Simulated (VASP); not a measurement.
# Ge (Im-3m) in VASP: notebook

Ge is run at these levels: PBE; tasks: single point.

Everything below comes from runs of VASP 6.6.1. Logs are shortened: lines on timing, memory, paths and dates and some standing lists are left out, and cuts for length are marked.

## Step 1: The cell of the first run

Symmetry: Im-3m, No. 229, cubic system. The conventional cell has a = 2.831 Å, b = 2.831 Å, c = 2.831 Å, α = 90.00°, β = 90.00°, γ = 90.00°. Ge (site symmetry m-3m) has 14 Ge at 2.45 to 2.83 Å within 3.2 Å.

This isn't the form of Ge at room conditions, which is diamond.

## Step 2: Single point, PBE (11.34 Å³/atom)

Input file INCAR:

```
ALGO = Normal ; EDIFF = 1E-7
ENCUT = 520 ; GGA = PE
ISIF = 2 ; ISMEAR = -1
LASPH = T ; LCHARG = F
LREAL = F ; LWAVE = F
NBANDS = 13 ; NELM = 100
PREC = Accurate ; SIGMA = 0.05
```

Input file KPOINTS:

```
k-points
0
Gamma
  19 19 19
```

Input file POSCAR:

```
Ge
1.0
   -1.4154028795      1.4154028795      1.4154028795
    1.4154028795     -1.4154028795      1.4154028795
    1.4154028795      1.4154028795     -1.4154028795
Ge
1
Direct
    0.0000000000      0.0000000000      0.0000000000
```

Potentials or basis: VASP PAW PBE potentials, release 64 (Ge_d).

On the command line:

```sh
> cat potpaw_PBE.64/Ge_d/POTCAR > POTCAR
> mpirun -np 1 vasp_std > vasp.out
```

OUTCAR:

```text
EDIFF = 1E-7
   ENCUT = 520
   GGA = PE
   ISIF = 2
   ISMEAR = -1
   LASPH = T
   LREAL = F
   NELM = 100
   PREC = Accurate

 ion  position               nearest neighbor table
   1  0.000  0.000  0.000-

  LATTYP: Found a body centered cubic cell.
 ALAT       =     2.8308057590

  Lattice vectors:

 A1 = (  -1.4154028795,   1.4154028795,   1.4154028795)
 A2 = (   1.4154028795,  -1.4154028795,   1.4154028795)
 A3 = (   1.4154028795,   1.4154028795,  -1.4154028795)

Analysis of symmetry for initial positions (statically):
=====================================================================
 Subroutine PRICEL returns:
 Original cell was already a primitive cell.

 Routine SETGRP: Setting up the symmetry group for a
 body centered cubic supercell.

 Subroutine GETGRP returns: Found 48 space group operations
 (whereof 48 operations were pure point group operations)
 out of a pool of 48 trial point group operations.

The static configuration has the point symmetry O_h .

Analysis of symmetry for dynamics (positions and initial velocities):
=====================================================================
 Subroutine PRICEL returns:
 Original cell was already a primitive cell.

 Routine SETGRP: Setting up the symmetry group for a
 body centered cubic supercell.

 Subroutine GETGRP returns: Found 48 space group operations
 (whereof 48 operations were pure point group operations)
 out of a pool of 48 trial point group operations.

The dynamic configuration has the point symmetry O_h .

 Subroutine INISYM returns: Found 48 space group operations
 (whereof 48 operations are pure point group operations),
 and found     1 'primitive' translations

----------------------------------------------------------------------------------------

                                     Primitive cell

  volume of cell :      11.3423

  direct lattice vectors                    reciprocal lattice vectors
    -1.415402879  1.415402879  1.415402879     0.000000000  0.353256311  0.353256311
     1.415402879 -1.415402879  1.415402879     0.353256311  0.000000000  0.353256311
     1.415402879  1.415402879 -1.415402879     0.353256311  0.353256311  0.000000000

  length of vectors
     2.451549700  2.451549700  2.451549700     0.499579866  0.499579866  0.499579866

  position of ions in fractional coordinates (direct lattice)
     0.000000000  0.000000000  0.000000000

  ion indices of the primitive-cell ions
   primitive index   ion index
                 1           1

----------------------------------------------------------------------------------------

 KPOINTS: k-points

Automatic generation of k-mesh.
 Grid dimensions read from file:
 generate k-points for:   19   19   19

 Generating k-lattice:

  Cartesian coordinates                     Fractional coordinates (reciprocal lattice)
     0.000000000  0.018592437  0.018592437     0.052631579  0.000000000  0.000000000
     0.018592437  0.000000000  0.018592437     0.000000000  0.052631579  0.000000000
     0.018592437  0.018592437  0.000000000     0.000000000  0.000000000  0.052631579

  Length of vectors
     0.026293677  0.026293677  0.026293677

  Shift w.r.t. Gamma in fractional coordinates (k-lattice)
     0.000000000  0.000000000  0.000000000

 Subroutine IBZKPT returns following result:
 ===========================================

 Found    220 irreducible k-points:

 Following reciprocal coordinates:
            Coordinates               Weight
  0.000000  0.000000  0.000000      1.000000
  0.052632  0.000000  0.000000     12.000000
  0.105263  0.000000  0.000000     12.000000
  0.157895  0.000000  0.000000     12.000000
  0.210526  0.000000  0.000000     12.000000
  0.263158  0.000000  0.000000     12.000000
[... 16 lines left out ...]
  0.263158  0.105263  0.000000     48.000000
  0.315789  0.105263 -0.000000     48.000000
 [... further k-points ...]
   k-points           NKPTS =    220   k-points in BZ     NKDIM =    220   number of bands    NBANDS=     13
   number of dos      NEDOS =    301   number of ions     NIONS =      1
   total plane-waves  NPLWV =   5832
   dimension x,y,z NGX =    18 NGY =   18 NGZ =   18
   dimension x,y,z NGXF=    36 NGYF=   36 NGZF=   36
   ions per type =               1
   NGX,Y,Z   is equivalent  to a cutoff of  12.21, 12.21, 12.21 a.u.
   NGXF,Y,Z  is equivalent  to a cutoff of  24.41, 24.41, 24.41 a.u.
 SYSTEM =  unknown system
   PREC   = accura    normal or accurate (medium, high low for compatibility)
   ISTART =      0    job   : 0-new  1-cont  2-samecut
   ICHARG =      2    charge: 1-file 2-atom 10-const
   ISPIN  =      1    spin polarized calculation?
   LNONCOLLINEAR =      F non collinear calculations
   LSORBIT =      F    spin-orbit coupling
   LASPH  =      T    aspherical Exc in radial PAW
   ENCUT  =  520.0 eV  38.22 Ry    6.18 a.u.   4.56  4.56  4.56*2*pi/ulx,y,z
   NELM   =    100;   NELMIN=  2; NELMDL= -5     # of ELM steps
   EDIFF  = 0.1E-06   stopping-criterion for ELM
   LREAL  =      F    real-space projection
   EDIFFG = 0.1E-05   stopping-criterion for IOM
   NSW    =      0    number of steps for IOM
   IBRION =     -1    ionic relax: 0-MD 1-quasi-New 2-CG
   NFREE  =      0    steps in history (QN), initial steepest desc. (CG)
   ISIF   =      2    stress and relaxation
   ISYM   =      2    0-nonsym 1-usesym 2-fastsym
   POTIM  = 0.5000    time-step for ionic-motion
   TEBEG  =    0.0;   TEEND  =   0.0 temperature during run
   PSTRESS=    0.0 pullay stress
   NELECT =      14.0000    total number of electrons
   NUPDOWN=      -1.0000    fix difference up-down
   EMIN   =  10.00;   EMAX   =-10.00  energy-range for DOS
   EFERMI =   0.00;   METHOD = LEGACY
   ISMEAR =    -1;   SIGMA  =   0.05  broadening in eV -4-tet -1-fermi 0-gaus
   EFERMI_NEDOS =   21; number of points for ismear=-14 and -15
   IALGO  =     38    algorithm
   IMIX   =      4    mixing-type and parameters
     AMIX     =   0.40;   BMIX     =  1.00
     AMIX_MAG =   1.60;   BMIX_MAG =  1.00
  volume/ion in A,a.u.               =      11.34        76.54
  Fermi-wavevector in a.u.,A,eV,Ry     =   1.756106  3.318559 41.959128  3.083909
  Thomas-Fermi vector in A             =   2.825721
   LORBIT       =      0    0 simple, 1 ext, 2 COOP (PROOUT), +10 PAW based schemes
   GGA     = PE    functional components
   LHFCALC =     F    Hartree Fock is set to
   AEXX    =    0.0000 exact exchange contribution
   IVDW    =     0    specifies the selected vdW correction
   LEPSILON=     F    determine dielectric tensor
   LRPA    =     F    only Hartree local field effects (RPA)
 non-spin polarized calculation
  energy-cutoff  :      520.00
  volume of cell :       11.34
 maximum number of plane-waves:       321
   NGX =  9   NGY =  9   NGZ =  9

 number of electron      13.9999980 magnetization

 Free energy of the ion-electron system (eV)
  ---------------------------------------------------
  ext. energy  EPLUGINS =         0.00000000
  ---------------------------------------------------
  free energy    TOTEN  =        -2.45979977 eV

  energy without entropy =       -2.45661275  energy(sigma->0) =       -2.45820626

 E-fermi :  13.8139     XC(G=0): -14.1163

 val. band max:       13.7948063680   @ k =  -0.3158   0.3158   0.1053
 cond. band min:      13.8456957375   @ k =  -0.4211   0.4737   0.2632
 fundamental gap:      0.0508893695
 Fermi energy:        13.8138993402

 k-point     1 :       0.0000    0.0000    0.0000
  band No.  band energies     occupation
      1     -11.6629      2.00000
      2     -11.6629      2.00000
      3     -11.6629      2.00000
      4     -11.3219      2.00000
      5     -11.3219      2.00000
      6      -4.8583      2.00000
      7      29.7977      0.00000
      8      29.7977      0.00000
      9      29.7977      0.00000
     10      33.4591      0.00000
     11      33.4591      0.00000
     12      33.4591      0.00000
     13      33.5510      0.00000

 k-point     2 :       0.0526    0.0000    0.0000
  band No.  band energies     occupation
      1     -11.6670      2.00000
      2     -11.6597      2.00000
      3     -11.6485      2.00000
      4     -11.3262      2.00000
      5     -11.3219      2.00000
      6      -4.7512      2.00000
      7      28.3893      0.00000
      8      28.9488      0.00000
      9      29.4847      0.00000
     10      31.8657      0.00000
     11      31.8787      0.00000
     12      33.0594      0.00000
     13      34.5844      0.00000

 k-point     3 :       0.1053    0.0000    0.0000
  band No.  band energies     occupation
      1     -11.6790      2.00000
      2     -11.6521      2.00000
      3     -11.6068      2.00000
      4     -11.3378      2.00000
      5     -11.3220      2.00000
      6      -4.4288      2.00000
      7      25.4580      0.00000
      8      27.4359      0.00000
      9      28.6119      0.00000
     10      30.4246      0.00000
     11      30.8949      0.00000
     12      32.8936      0.00000
     13      35.3218      0.00000

 k-point     4 :       0.1579    0.0000    0.0000
  band No.  band energies     occupation
      1     -11.6975      2.00000
      2     -11.6452      2.00000
      3     -11.5419      2.00000
      4     -11.3531      2.00000
      5     -11.3220      2.00000
      6      -3.8884      2.00000
      7      22.2935      0.00000
      8      25.9215      0.00000
      9      27.4821      0.00000
     10      29.1765      0.00000
     11      30.0881      0.00000
     12      33.2367      0.00000
     13      36.1140      0.00000

 k-point     5 :       0.2105    0.0000    0.0000
  band No.  band energies     occupation
      1     -11.7205      2.00000
      2     -11.6462      2.00000
      3     -11.4601      2.00000
      4     -11.3657      2.00000
      5     -11.3219      2.00000
      6      -3.1269      2.00000
      7      19.1894      0.00000
      8      24.5461      0.00000
      9      26.3588      0.00000
     10      28.1175      0.00000
     11      29.3845      0.00000
     12      33.9347      0.00000
     13      36.9362      0.00000
[... 257 lines left out ...]
 k-point    22 :       0.2105    0.1053    0.0000
  band No.  band energies     occupation
      1     -11.7318      2.00000
      2     -11.6552      2.00000
      3     -11.3815      2.00000
      4     -11.3665      2.00000
      5     -11.3199      2.00000
      6      -1.8128      2.00000
      7      16.4957      0.00000
      8      20.2481      0.00000
      9      23.8253      0.00000
     10      29.2037      0.00000
     11      31.5599      0.00000
     12      33.6889      0.00000
     13      39.8179      0.00000

 k-point    23 :       0.2632    0.1053    0.0000
  band No.  band energies     occupation
      1     -11.7540      2.00000
      2     -11.6701      2.00000
      3     -11.3747      2.00000
      4     -11.3338      2.00000
      5     -11.2819      2.00000
      6      -0.6058      2.00000
      7      13.7022      1.80650
      8      19.3728      0.00000
      9      22.9950      0.00000
     10      28.5672      0.00000
     11      31.5113      0.00000
     12      34.2831      0.00000
     13      41.2471      0.00000

 k-point    24 :       0.3158    0.1053   -0.0000
  band No.  band energies     occupation
      1     -11.7732      2.00000
      2     -11.6915      2.00000
      3     -11.3635      2.00000
      4     -11.3316      2.00000
      5     -11.2203      2.00000
      6       0.8195      2.00000
      7      11.0774      2.00000
      8      18.7078      0.00000
      9      22.3603      0.00000
     10      28.0835      0.00000
     11      31.2724      0.00000
     12      35.3626      0.00000
     13      41.9939      0.00000

 [... further k-points ...]

------------------------ aborting loop because EDIFF is reached ----------------------------------------

  FORCE on cell =-STRESS in cart. coord.  units (eV):
  Direction    XX          YY          ZZ          XY          YZ          ZX
  --------------------------------------------------------------------------------------
  -------------------------------------------------------------------------------------
  Total        8.0678509      8.0678509      8.0678509      0.0000000     -0.0000000     -0.0000000
  in kB     1139.6414271   1139.6414271   1139.6414271      0.0000000     -0.0000000     -0.0000000
  external PRESSURE =    1139.6414271 kB  Pullay stress =       0.0000000 kB

 VOLUME and BASIS-vectors are now :
 -----------------------------------------------------------------------------
  energy-cutoff  :      520.00
  volume of cell :       11.34
      direct lattice vectors                 reciprocal lattice vectors
    -1.415402879  1.415402879  1.415402879     0.000000000  0.353256311  0.353256311
     1.415402879 -1.415402879  1.415402879     0.353256311  0.000000000  0.353256311
     1.415402879  1.415402879 -1.415402879     0.353256311  0.353256311  0.000000000

 POSITION                                       TOTAL-FORCE (eV/Angst)
 -----------------------------------------------------------------------------------
      0.00000      0.00000      0.00000        -0.000000      0.000000      0.000000
 -----------------------------------------------------------------------------------
    total drift:                                0.000000      0.000000      0.000000

  FREE ENERGIE OF THE ION-ELECTRON SYSTEM (eV)
  ---------------------------------------------------
  free  energy   TOTEN  =        -2.4597997689 eV

  energy  without entropy=       -2.4566127521  energy(sigma->0) =       -2.45820626
```

It took 36 s on 1 thread of Intel Xeon 8259CL, shared host; peak memory 0.14 GiB.

Results:

```yaml
Free_energy: -2.4598 eV
Pressure: 114.0 GPa
Band_gap_on_the_k_mesh: zero (bands 7 and 8 overlap by 21.42 eV)
```

Levels at points of the mesh, in eV from the Fermi level:
```
           k point  band 5  band 6  band 7  band 8  band 9  band 10
(0.00, 0.00, 0.00)  -25.14  -18.67   15.98   15.98   15.98    19.65
```

Caveat: the cell stands under pressure.

## Step 3: Single point, PBE

This run uses another cell than the first one, of 11.43 Å³/atom.

Input file INCAR:

```
ALGO = Normal
EDIFF = 1E-7
ENCUT = 520
GGA = PE
ISIF = 2
ISMEAR = -1
LASPH = T
LCHARG = T
LELF = T
LREAL = F
LVHAR = T
LWAVE = F
NBANDS = 13
NELM = 100
PREC = Accurate
SIGMA = 0.05
```

KPOINTS is that of step 2.

Input file POSCAR:

```
Ge
1.0
   -1.4190955730      1.4190955730      1.4190955730
    1.4190955730     -1.4190955730      1.4190955730
    1.4190955730      1.4190955730     -1.4190955730
Ge
1
Direct
    0.0000000000      0.0000000000      0.0000000000
```

Potentials or basis: VASP PAW PBE potentials, release 64 (Ge_d).

On the command line:

```sh
> cat potpaw_PBE.64/Ge_d/POTCAR > POTCAR
> mpirun -np 1 vasp_std > vasp.out
```

Run time: 41 s. Hardware: 1 thread of Intel Xeon 8259CL, shared host; peak memory 0.14 GiB.

It converged, with:

| Property | Result |
| --- | --- |
| Free energy | -2.5223 eV |
| Pressure | 110.3 GPa |
| Band gap on the k mesh | zero (bands 7 and 8 overlap by 21.24 eV) |

Levels at points of the mesh, in eV from the Fermi level:
```tsv
k point	band 5	band 6	band 7	band 8	band 9	band 10
(0.00, 0.00, 0.00)	-25.12	-18.57	15.85	15.85	15.85	19.61
```

Caveat: the cell stands under pressure.
